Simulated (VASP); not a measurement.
# P (Fd-3m) in VASP: further runs

The runs below take P through single point, relaxation of cell and atoms, with PBE.

Program: VASP 6.6.1. These are calculated values, not measurements. Logs are shortened: lines on timing, memory, paths and dates and some standing lists are left out, and cuts for length are marked.

## 1. The cell of the first run

It takes space group Fd-3m (No. 227, cubic). Conventional cell: a = 3.954 Å, b = 3.954 Å, c = 3.954 Å, α = 90.00°, β = 90.00°, γ = 90.00°. P (site symmetry -43m) has 4 P at 1.71 Å within 2.3 Å.

## 2. Single point, PBE

The input, INCAR:

```
  PREC = Accurate
  ENCUT = 520
  EDIFF = 1E-6
  ISMEAR = -1
  SIGMA = 0.08
  LREAL = False
  LASPH = True
  NELM = 80
  ALGO = Normal
  ISIF = 2
  LWAVE = False
  LCHARG = False
  GGA = PE
  NBANDS = 12
```

The input, KPOINTS:

```
Automatic mesh
0
Gamma
  17 17 17
```

The input, POSCAR:

```
P
1.0
    0.0000000000      1.9768345271      1.9768345271
    1.9768345271      0.0000000000      1.9768345271
    1.9768345271      1.9768345271      0.0000000000
P
2
Direct
   -0.1250000000     -0.1250000000     -0.1250000000
    0.1250000000      0.1250000000      0.1250000000
```

Potentials or basis: VASP PAW PBE potentials, release 64 (P).

Command:

```sh
$ cat potpaw_PBE.64/P/POTCAR > POTCAR
$ mpirun -np 1 vasp_std > vasp.out
```

OUTCAR:

```text
PREC = Accurate
   ENCUT = 520
   EDIFF = 1E-6
   ISMEAR = -1
   LREAL = False
   LASPH = True
   NELM = 80
   ISIF = 2
   GGA = PE

 ion  position               nearest neighbor table
   1  0.875  0.875  0.875-   2 1.71   2 1.71   2 1.71   2 1.71
   2  0.125  0.125  0.125-   1 1.71   1 1.71   1 1.71   1 1.71

  LATTYP: Found a face centered cubic cell.
 ALAT       =     3.9536690542

  Lattice vectors:

 A1 = (   0.0000000000,   1.9768345271,   1.9768345271)
 A2 = (   1.9768345271,   0.0000000000,   1.9768345271)
 A3 = (   1.9768345271,   1.9768345271,   0.0000000000)

Analysis of symmetry for initial positions (statically):
=====================================================================
 Subroutine PRICEL returns:
 Original cell was already a primitive cell.

 Routine SETGRP: Setting up the symmetry group for a
 face centered cubic supercell.

 Subroutine GETGRP returns: Found 48 space group operations
 (whereof 12 operations were pure point group operations)
 out of a pool of 48 trial point group operations.

The static configuration has the point symmetry D_3d.
 The point group associated with its full space group is O_h .

Analysis of symmetry for dynamics (positions and initial velocities):
=====================================================================
 Subroutine PRICEL returns:
 Original cell was already a primitive cell.

 Routine SETGRP: Setting up the symmetry group for a
 face centered cubic supercell.

 Subroutine GETGRP returns: Found 48 space group operations
 (whereof 12 operations were pure point group operations)
 out of a pool of 48 trial point group operations.

The dynamic configuration has the point symmetry D_3d.
 The point group associated with its full space group is O_h .

 Subroutine INISYM returns: Found 48 space group operations
 (whereof 12 operations are pure point group operations),
 and found     1 'primitive' translations

----------------------------------------------------------------------------------------

                                     Primitive cell

  volume of cell :      15.4504

  direct lattice vectors                    reciprocal lattice vectors
     0.000000000  1.976834527  1.976834527    -0.252929617  0.252929617  0.252929617
     1.976834527  0.000000000  1.976834527     0.252929617 -0.252929617  0.252929617
     1.976834527  1.976834527  0.000000000     0.252929617  0.252929617 -0.252929617

  length of vectors
     2.795666199  2.795666199  2.795666199     0.438086948  0.438086948  0.438086948

  position of ions in fractional coordinates (direct lattice)
     0.875000000  0.875000000  0.875000000
     0.125000000  0.125000000  0.125000000

  ion indices of the primitive-cell ions
   primitive index   ion index
                 1           1
                 2           2

----------------------------------------------------------------------------------------

 KPOINTS: Automatic mesh

Automatic generation of k-mesh.
 Grid dimensions read from file:
 generate k-points for:   17   17   17

 Generating k-lattice:

  Cartesian coordinates                     Fractional coordinates (reciprocal lattice)
    -0.014878213  0.014878213  0.014878213     0.058823529  0.000000000  0.000000000
     0.014878213 -0.014878213  0.014878213     0.000000000  0.058823529  0.000000000
     0.014878213  0.014878213 -0.014878213     0.000000000  0.000000000  0.058823529

  Length of vectors
     0.025769820  0.025769820  0.025769820

  Shift w.r.t. Gamma in fractional coordinates (k-lattice)
     0.000000000  0.000000000  0.000000000

 Subroutine IBZKPT returns following result:
 ===========================================

 Found    165 irreducible k-points:

 Following reciprocal coordinates:
            Coordinates               Weight
  0.000000  0.000000  0.000000      1.000000
  0.058824  0.000000  0.000000      8.000000
  0.117647  0.000000  0.000000      8.000000
  0.176471  0.000000  0.000000      8.000000
  0.235294  0.000000  0.000000      8.000000
  0.294118  0.000000  0.000000      8.000000
[... 16 lines left out ...]
 -0.176471  0.058824  0.000000     24.000000
 -0.117647  0.058824  0.000000     24.000000
 [... further k-points ...]
   k-points           NKPTS =    165   k-points in BZ     NKDIM =    165   number of bands    NBANDS=     12
   number of dos      NEDOS =    301   number of ions     NIONS =      2
   total plane-waves  NPLWV =  13824
   dimension x,y,z NGX =    24 NGY =   24 NGZ =   24
   dimension x,y,z NGXF=    48 NGYF=   48 NGZF=   48
   ions per type =               2
   NGX,Y,Z   is equivalent  to a cutoff of  14.27, 14.27, 14.27 a.u.
   NGXF,Y,Z  is equivalent  to a cutoff of  28.54, 28.54, 28.54 a.u.
 SYSTEM =  unknown system
   PREC   = accura    normal or accurate (medium, high low for compatibility)
   ISTART =      0    job   : 0-new  1-cont  2-samecut
   ICHARG =      2    charge: 1-file 2-atom 10-const
   ISPIN  =      1    spin polarized calculation?
   LNONCOLLINEAR =      F non collinear calculations
   LSORBIT =      F    spin-orbit coupling
   LASPH  =      T    aspherical Exc in radial PAW
   ENCUT  =  520.0 eV  38.22 Ry    6.18 a.u.   5.20  5.20  5.20*2*pi/ulx,y,z
   NELM   =     80;   NELMIN=  2; NELMDL= -5     # of ELM steps
   EDIFF  = 0.1E-05   stopping-criterion for ELM
   LREAL  =      F    real-space projection
   EDIFFG = 0.1E-04   stopping-criterion for IOM
   NSW    =      0    number of steps for IOM
   IBRION =     -1    ionic relax: 0-MD 1-quasi-New 2-CG
   NFREE  =      0    steps in history (QN), initial steepest desc. (CG)
   ISIF   =      2    stress and relaxation
   ISYM   =      2    0-nonsym 1-usesym 2-fastsym
   POTIM  = 0.5000    time-step for ionic-motion
   TEBEG  =    0.0;   TEEND  =   0.0 temperature during run
   PSTRESS=    0.0 pullay stress
   NELECT =      10.0000    total number of electrons
   NUPDOWN=      -1.0000    fix difference up-down
   EMIN   =  10.00;   EMAX   =-10.00  energy-range for DOS
   EFERMI =   0.00;   METHOD = LEGACY
   ISMEAR =    -1;   SIGMA  =   0.08  broadening in eV -4-tet -1-fermi 0-gaus
   EFERMI_NEDOS =   21; number of points for ismear=-14 and -15
   IALGO  =     38    algorithm
   IMIX   =      4    mixing-type and parameters
     AMIX     =   0.40;   BMIX     =  1.00
     AMIX_MAG =   1.60;   BMIX_MAG =  1.00
  volume/ion in A,a.u.               =       7.73        52.13
  Fermi-wavevector in a.u.,A,eV,Ry     =   1.416102  2.676045 27.284371  2.005345
  Thomas-Fermi vector in A             =   2.537471
   LORBIT       =      0    0 simple, 1 ext, 2 COOP (PROOUT), +10 PAW based schemes
   GGA     = PE    functional components
   LHFCALC =     F    Hartree Fock is set to
   AEXX    =    0.0000 exact exchange contribution
   IVDW    =     0    specifies the selected vdW correction
   LEPSILON=     F    determine dielectric tensor
   LRPA    =     F    only Hartree local field effects (RPA)
 non-spin polarized calculation
  energy-cutoff  :      520.00
  volume of cell :       15.45
 maximum number of plane-waves:       431
 NGX is ok and might be reduce to    24
   NGX = 11   NGY = 11   NGZ = 11

 number of electron      10.0000000 magnetization

 number of electron       9.9999999 magnetization

 Free energy of the ion-electron system (eV)
  ---------------------------------------------------
  ext. energy  EPLUGINS =         0.00000000
  ---------------------------------------------------
  free energy    TOTEN  =         3.89265950 eV

  energy without entropy =        3.91159687  energy(sigma->0) =        3.90212818

 E-fermi :  20.5060     XC(G=0): -14.0429

 val. band max:       20.4944875067   @ k =  -0.4118   0.4118   0.1765
 cond. band min:      20.5151914346   @ k =   0.1765   0.0588   0.0000
 fundamental gap:      0.0207039279
 Fermi energy:        20.5060257317

 k-point     1 :       0.0000    0.0000    0.0000
  band No.  band energies     occupation
      1      -4.1900      2.00000
      2      16.5435      2.00000
      3      16.5435      2.00000
      4      16.5435      2.00000
      5      20.3256      1.81014
      6      20.3256      1.81014
      7      20.3256      1.81014
      8      26.6817      0.00000
      9      26.6817      0.00000
     10      31.4930      0.00000
     11      31.9909      0.00000
     12      34.8289      0.00000

 k-point     2 :       0.0588    0.0000    0.0000
  band No.  band energies     occupation
      1      -4.0999      2.00000
      2      15.8126      2.00000
      3      16.3951      2.00000
      4      16.3951      2.00000
      5      20.5566      0.69412
      6      20.5566      0.69412
      7      20.6857      0.19133
      8      26.4294      0.00000
      9      26.4294      0.00000
     10      31.4916      0.00000
     11      32.3237      0.00000
     12      34.9123      0.00000

 k-point     3 :       0.1176    0.0000    0.0000
  band No.  band energies     occupation
      1      -3.8303      2.00000
      2      14.2172      2.00000
      3      16.0487      2.00000
      4      16.0487      2.00000
      5      21.0955      0.00126
      6      21.0955      0.00126
      7      21.2347      0.00022
      8      25.9074      0.00000
      9      25.9074      0.00000
     10      31.3430      0.00000
     11      33.1881      0.00000
     12      35.4512      0.00000
[... 286 lines left out ...]
 k-point    23 :      -0.1765    0.0588    0.0000
  band No.  band energies     occupation
      1      -3.1162      2.00000
      2      11.7327      2.00000
      3      14.5043      2.00000
      4      15.9980      2.00000
      5      21.3138      0.00008
      6      21.8312      0.00000
      7      22.2112      0.00000
      8      24.7266      0.00000
      9      26.2037      0.00000
     10      31.3268      0.00000
     11      34.8845      0.00000
     12      37.6747      0.00000

 k-point    24 :      -0.1176    0.0588    0.0000
  band No.  band energies     occupation
      1      -3.6211      2.00000
      2      13.6203      2.00000
      3      14.9241      2.00000
      4      16.3366      2.00000
      5      20.9310      0.00981
      6      21.4492      0.00002
      7      21.9842      0.00000
      8      24.9864      0.00000
      9      26.1619      0.00000
     10      31.6913      0.00000
     11      33.7689      0.00000
     12      35.9652      0.00000

 [... further k-points ...]
[... 5 lines left out ...]
  --------------------------------------------------------------------------------------
  -------------------------------------------------------------------------------------
  Total       42.8629455     42.8629455     42.8629455     -0.0000000      0.0000000      0.0000000
  in kB     4444.7940732   4444.7940732   4444.7940732     -0.0000000      0.0000000      0.0000000
  external PRESSURE =    4444.7940732 kB  Pullay stress =       0.0000000 kB

 VOLUME and BASIS-vectors are now :
 -----------------------------------------------------------------------------
  energy-cutoff  :      520.00
  volume of cell :       15.45
      direct lattice vectors                 reciprocal lattice vectors
     0.000000000  1.976834527  1.976834527    -0.252929617  0.252929617  0.252929617
     1.976834527  0.000000000  1.976834527     0.252929617 -0.252929617  0.252929617
     1.976834527  1.976834527  0.000000000     0.252929617  0.252929617 -0.252929617

 POSITION                                       TOTAL-FORCE (eV/Angst)
 -----------------------------------------------------------------------------------
      3.45946      3.45946      3.45946        -0.000000     -0.000000     -0.000000
      0.49421      0.49421      0.49421         0.000000      0.000000      0.000000
 -----------------------------------------------------------------------------------
    total drift:                                0.000000      0.000000     -0.000000

  FREE ENERGIE OF THE ION-ELECTRON SYSTEM (eV)
  ---------------------------------------------------
  free  energy   TOTEN  =         3.8926594985 eV

  energy  without entropy=        3.9115968714  energy(sigma->0) =        3.90212818
```

Wall time 17 s (1 thread of AMD EPYC 9R45 (Zen 5), shared host); peak memory 0.11 GiB.

What came out:

- Free energy: 3.8927 eV
- Pressure: 444.5 GPa
- Band gap on the k mesh: zero (band 5 reaches 21.73 eV, above the bottom of band 6 at 16.14 eV)

Levels at points of the mesh, in eV from the Fermi level:
```csv
k point,band 1,band 2,band 3,band 4,band 5,band 6,band 7,band 8,band 9,band 10
"(0.00, 0.00, 0.00)",-24.70,-3.96,-3.96,-3.96,-0.18,-0.18,-0.18,6.18,6.18,10.99
```

## 3. Single point, PBE

The input, INCAR:

```
SYSTEM = P
PREC = Accurate ; ENCUT = 520
EDIFF = 1E-6 ; ISMEAR = -1
SIGMA = 0.08 ; LREAL = .False.
LASPH = .True. ; NELM = 60
ALGO = Normal ; ISIF = 2
LWAVE = .False. ; LCHARG = .False.
GGA = PE ; NBANDS = 12
```

The input, KPOINTS:

```
Automatic mesh
0
Gamma
  17 17 17
  0 0 0
```

The input, POSCAR:

```
P
1.0
    0.0000000000      1.9761938034      1.9761938034
    1.9761938034      0.0000000000      1.9761938034
    1.9761938034      1.9761938034      0.0000000000
P
2
Direct
   -0.1250000000     -0.1250000000     -0.1250000000
    0.1250000000      0.1250000000      0.1250000000
```

Potentials or basis: VASP PAW PBE potentials, release 64 (P).

Command:

```sh
$ cat potpaw_PBE.64/P/POTCAR > POTCAR
$ mpirun -np 1 vasp_std > vasp.out
```

OUTCAR:

```text
SYSTEM = P
   PREC = Accurate
   ENCUT = 520
   EDIFF = 1E-6
   ISMEAR = -1
   LREAL = .False.
   LASPH = .True.
   NELM = 60
   ISIF = 2
   GGA = PE

 ion  position               nearest neighbor table
   1  0.875  0.875  0.875-   2 1.71   2 1.71   2 1.71   2 1.71
   2  0.125  0.125  0.125-   1 1.71   1 1.71   1 1.71   1 1.71

  LATTYP: Found a face centered cubic cell.
 ALAT       =     3.9523876068

  Lattice vectors:

 A1 = (   0.0000000000,   1.9761938034,   1.9761938034)
 A2 = (   1.9761938034,   0.0000000000,   1.9761938034)
 A3 = (   1.9761938034,   1.9761938034,   0.0000000000)

Analysis of symmetry for initial positions (statically):
=====================================================================
 Subroutine PRICEL returns:
 Original cell was already a primitive cell.

 Routine SETGRP: Setting up the symmetry group for a
 face centered cubic supercell.

 Subroutine GETGRP returns: Found 48 space group operations
 (whereof 12 operations were pure point group operations)
 out of a pool of 48 trial point group operations.

The static configuration has the point symmetry D_3d.
 The point group associated with its full space group is O_h .

Analysis of symmetry for dynamics (positions and initial velocities):
[... 169 lines left out ...]
 k-point     1 :       0.0000    0.0000    0.0000
  band No.  band energies     occupation
      1      -4.1819      2.00000
      2      16.5643      2.00000
      3      16.5643      2.00000
      4      16.5643      2.00000
      5      20.3459      1.80668
      6      20.3459      1.80668
      7      20.3459      1.80668
      8      26.7009      0.00000
      9      26.7009      0.00000
     10      31.5293      0.00000
     11      32.0203      0.00000
     12      34.8550      0.00000
[... 331 lines left out ...]
 k-point    24 :      -0.1176    0.0588    0.0000
  band No.  band energies     occupation
      1      -3.6126      2.00000
      2      13.6390      2.00000
      3      14.9434      2.00000
      4      16.3576      2.00000
      5      20.9516      0.00957
      6      21.4710      0.00001
      7      22.0062      0.00000
      8      25.0043      0.00000
      9      26.1811      0.00000
     10      31.7200      0.00000
     11      33.7998      0.00000
     12      35.9972      0.00000

 [... further k-points ...]
[... 5 lines left out ...]
  --------------------------------------------------------------------------------------
  -------------------------------------------------------------------------------------
  Total       42.9605584     42.9605584     42.9605584      0.0000000      0.0000000      0.0000000
  in kB     4459.2508579   4459.2508579   4459.2508579      0.0000000      0.0000000      0.0000000
  external PRESSURE =    4459.2508579 kB  Pullay stress =       0.0000000 kB

 VOLUME and BASIS-vectors are now :
 -----------------------------------------------------------------------------
  energy-cutoff  :      520.00
  volume of cell :       15.44
      direct lattice vectors                 reciprocal lattice vectors
     0.000000000  1.976193803  1.976193803    -0.253011622  0.253011622  0.253011622
     1.976193803  0.000000000  1.976193803     0.253011622 -0.253011622  0.253011622
     1.976193803  1.976193803  0.000000000     0.253011622  0.253011622 -0.253011622

 POSITION                                       TOTAL-FORCE (eV/Angst)
 -----------------------------------------------------------------------------------
      3.45834      3.45834      3.45834        -0.000000     -0.000000     -0.000000
      0.49405      0.49405      0.49405         0.000000      0.000000      0.000000
 -----------------------------------------------------------------------------------
    total drift:                                0.000000      0.000000     -0.000000

  FREE ENERGIE OF THE ION-ELECTRON SYSTEM (eV)
  ---------------------------------------------------
  free  energy   TOTEN  =         3.9344059361 eV

  energy  without entropy=        3.9533133195  energy(sigma->0) =        3.94385963
```

OSZICAR:

```text
N       E                     dE             d eps       ncg     rms          rms(c)
DAV:   1     0.332454002964E+02    0.33245E+02   -0.50919E+03  3984   0.770E+02
DAV:   2     0.371448226261E+01   -0.29531E+02   -0.28157E+02  5228   0.137E+02
DAV:   3     0.298535918857E+01   -0.72912E+00   -0.71484E+00  4964   0.185E+01
DAV:   4     0.298309538566E+01   -0.22638E-02   -0.22634E-02  4684   0.126E+00
DAV:   5     0.298308743276E+01   -0.79529E-05   -0.79554E-05  5004   0.672E-02    0.238E+01
DAV:   6     0.367968121706E+01    0.69659E+00   -0.43695E-01  4424   0.369E+00    0.152E+01
DAV:   7     0.392601624423E+01    0.24634E+00   -0.63911E-01  4732   0.454E+00    0.174E+00
DAV:   8     0.393441056904E+01    0.83943E-02   -0.37414E-02  4320   0.126E+00    0.286E-01
DAV:   9     0.393440761028E+01   -0.29588E-05   -0.34421E-04  4968   0.147E-01    0.227E-01
DAV:  10     0.393440551473E+01   -0.20956E-05   -0.50062E-06  4592   0.184E-02    0.152E-01
DAV:  11     0.393440593609E+01    0.42136E-06   -0.37302E-06  4780   0.116E-02
   1 F= 0.39344059E+01 E0= 0.39438596E+01  d E =-.189074E-01
```

stdout:

```text
POSCAR found type information on POSCAR P
 POSCAR found :  1 types and       2 ions
 scaLAPACK will be used
 LDA part: xc-table for (Slater+PW92), standard interpolation
 POSCAR, INCAR and KPOINTS ok, starting setup
 FFT: planning ... GRIDC
 FFT: planning ... GRID_SOFT
 FFT: planning ... GRID
 WAVECAR not read
 entering main loop
```

Wall time 17 s (1 thread of AMD EPYC 9R45 (Zen 5), shared host); peak memory 0.12 GiB.

What came out:

- Free energy: 3.9344 eV
- Pressure: 445.9 GPa
- Band gap on the k mesh: zero (band 5 reaches 21.75 eV, above the bottom of band 6 at 16.15 eV)

Levels at points of the mesh, in eV from the Fermi level:
| k point | band 3 | band 4 | band 5 | band 6 | band 7 | band 8 |
| --- | --- | --- | --- | --- | --- | --- |
| (0.00, 0.00, 0.00) | -3.96 | -3.96 | -0.18 | -0.18 | -0.18 | 6.18 |

## 4. Single point, PBE

The input, INCAR:

```
ALGO     = Normal         # electronic algorithm
EDIFF    = 1E-6           # SCF threshold, eV
ENCUT    = 520            # plane-wave cutoff, eV
GGA      = PE             # functional
ISIF     = 2              # what is computed and relaxed
ISMEAR   = -1             # smearing method
LASPH    = True           # aspherical terms in the spheres
LCHARG   = False          # write CHGCAR
LREAL    = False          # projectors in reciprocal space
LWAVE    = False          # write WAVECAR
NBANDS   = 12             # bands
NELM     = 100            # most SCF steps
PREC     = Accurate       # precision mode
SIGMA    = 0.08           # smearing width, eV
```

The input, KPOINTS:

```
k-points
0
Gamma
  17 17 17
```

The input, POSCAR:

```
P
1.0
    0.0000000000      1.9768345371      1.9768345371
    1.9768345371      0.0000000000      1.9768345371
    1.9768345371      1.9768345371      0.0000000000
P
2
Direct
   -0.1250000000     -0.1250000000     -0.1250000000
    0.1250000000      0.1250000000      0.1250000000
```

Command:

```sh
$ cat potpaw_PBE.64/P/POTCAR > POTCAR
$ mpirun -np 1 vasp_std > vasp.out
```

Wall time 18 s (1 thread of AMD EPYC 9R45 (Zen 5), shared host); peak memory 0.12 GiB.

It converged, with:

- Free energy: 3.8927 eV
- Pressure: 444.5 GPa
- Band gap on the k mesh: zero (band 5 reaches 21.73 eV, above the bottom of band 6 at 16.14 eV)

Levels at points of the mesh, in eV from the Fermi level:
```tsv
k point	band 1	band 2	band 3	band 4	band 5	band 6	band 7	band 8	band 9	band 10
(0.00, 0.00, 0.00)	-24.70	-3.96	-3.96	-3.96	-0.18	-0.18	-0.18	6.18	6.18	10.99
```

[end of part 1 of 2]
